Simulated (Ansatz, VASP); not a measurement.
One calculation of Ru, two programs

File INCAR:

```
  PREC = Accurate
  ENCUT = 560
  EDIFF = 1E-6
  ISMEAR = 0
  SIGMA = 0.01
  LREAL = F
  LASPH = T
  NELM = 120
  ALGO = Normal
  ISIF = 2
  LWAVE = F
  LCHARG = F
  NBANDS = 23
  GGA_COMPAT = F
```

File KPOINTS:

```
regular mesh
0
Gamma
  13 13 8
```

The input POSCAR:

```
Ru
1.0
    2.6775346364      0.0000000000      0.0000000000
   -1.3387673182      2.3188130146      0.0000000000
    0.0000000000      0.0000000000      4.2181251212
Ru
2
Direct
    0.3333333333      0.6666666667      0.2500000000
    0.6666666667      0.3333333333      0.7500000000
```

Input for Ansatz:

```yaml
crystal:
  lattice:
    - [2.6775346364, 0.0, 0.0]
    - [-1.3387673182, 2.3188130146, 0.0]
    - [0.0, 0.0, 4.2181251212]
  atoms:
    - { symbol: Ru, position: [0.3333333333, 0.6666666667, 0.25] }
    - { symbol: Ru, position: [0.6666666667, 0.3333333333, 0.75] }
hamiltonian:
  xc: lda
  pseudopotentials:
    kind: paw
    azcp:
      Ru: "pseudopotentials/Ru.paw.azcp"
basis:
  ecutwfc: 420
  fft_grid_basis: typed
kpoints:
  mp_grid: { grid: [13, 13, 8], shift: [0, 0, 0] }
magnetization:
  spin_polarized: false
scf:
  occupations: { method: gaussian, width: 0.01 }
  lower_state_search: "off"
output:
  stress: true
```

Alike in both runs: task single point; functional LDA; k mesh 13 × 13 × 8; occupations gaussian, width 0.01 eV; no spin polarisation.

```csv
,VASP,Ansatz
version,VASP 6.6.1,Ansatz 0.2.0
potentials or method,"VASP PAW LDA potentials, release 64 (Ru_sv), cutoff 560 eV","plane waves (420 eV) with PAW, scalar-relativistic"
valence electrons in the cell,32,32
```

Ansatz gave:

| Quantity | Value |
| --- | --- |
| pressure (GPa) | -0.2 |
| traceless stress, the component that is largest in VASP (GPa) | -0.47 |

Question: Estimate VASP's values.

Answer: Pressure (GPa): 0.4; traceless stress, the component that is largest in VASP (GPa): -0.46.

Ansatz warns that its potentials were made for another functional, while VASP's fit it. LDA's correlation is that of Perdew and Zunger in VASP and of Perdew and Wang (1992) in Ansatz.
